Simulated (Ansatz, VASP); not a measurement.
One calculation of AlN, two programs

File INCAR:

```
ALGO = Normal ; EDIFF = 1E-6
EDIFFG = -0.002 ; ENCUT = 520
GGA = PS ; IBRION = 2
ISIF = 2 ; ISMEAR = 0
LASPH = True ; LCHARG = False
LREAL = False ; LWAVE = False
NELM = 80 ; NSW = 50
PREC = Accurate ; SIGMA = 0.01
```

The input KPOINTS:

```
k-points
0
Gamma
  8 8 8
```

Contents of POSCAR:

```
AlN
1.0
   -0.0109433892      2.1832061427      2.1832061427
    2.1832061427     -0.0109433892      2.1832061427
    2.1832061427      2.1832061427     -0.0109433892
Al N
1 1
Direct
    0.0000000000      0.0000000000      0.0000000000
    0.2500000000      0.2500000000      0.2500000000
```

Input for Ansatz:

```yaml
crystal:
  lattice:
    - [-0.01094338919, 2.1832061427, 2.1832061427]
    - [2.1832061427, -0.01094338919, 2.1832061427]
    - [2.1832061427, 2.1832061427, -0.01094338919]
  atoms:
    - { symbol: Al, position: [0.0, 0.0, 0.0] }
    - { symbol: "N", position: [0.25, 0.25, 0.25] }
kpoints:
  mp_grid: { grid: [8, 8, 8] }
scf:
  occupations: { method: fixed }
  convergence: { dr2_threshold: 1.0e-10 }
hamiltonian:
  xc: pbesol
  pseudopotentials: { kind: all_electron, lapw: { basis_error: 0.0005 } }
output:
  forces: true
  stress: true
  eigenstates:
    kpoints:
      - [0.0, 0.0, 0.0]
      - [0.0, -0.5, -0.5]
      - [-0.5, 0.0, -0.5]
      - [-0.5, -0.5, 0.0]
      - [0.0, 0.5, 0.0]
      - [0.5, 0.0, 0.0]
      - [0.0, 0.0, 0.5]
      - [0.5, 0.5, 0.5]
relax:
  f_tol: 0.002
  max_steps: 30
```

Change from the starting cell: equal xy, yz and zx engineering shears of -0.5 %.

Alike in both runs: task relaxation of the atoms; functional PBEsol; k mesh 8 × 8 × 8; no spin polarisation.

```csv
,VASP,Ansatz
version,VASP 6.6.1,Ansatz 0.2.0
potentials or method,"VASP PAW PBE potentials, release 64 (Al, N), cutoff 520 eV","all-electron LAPW, scalar-relativistic"
occupations,"gaussian, width 0.01 eV",fixed
```

|  | VASP | Ansatz | Ansatz less VASP |
| --- | --- | --- | --- |
| gap on the k mesh at the Fermi level, each at its own relaxed structure (eV) | 3.14 | 3.14 | +0.004 |

VASP's potentials were made for PBE, not for PBEsol. Ansatz ran all-electron here, and VASP with PAW potentials.
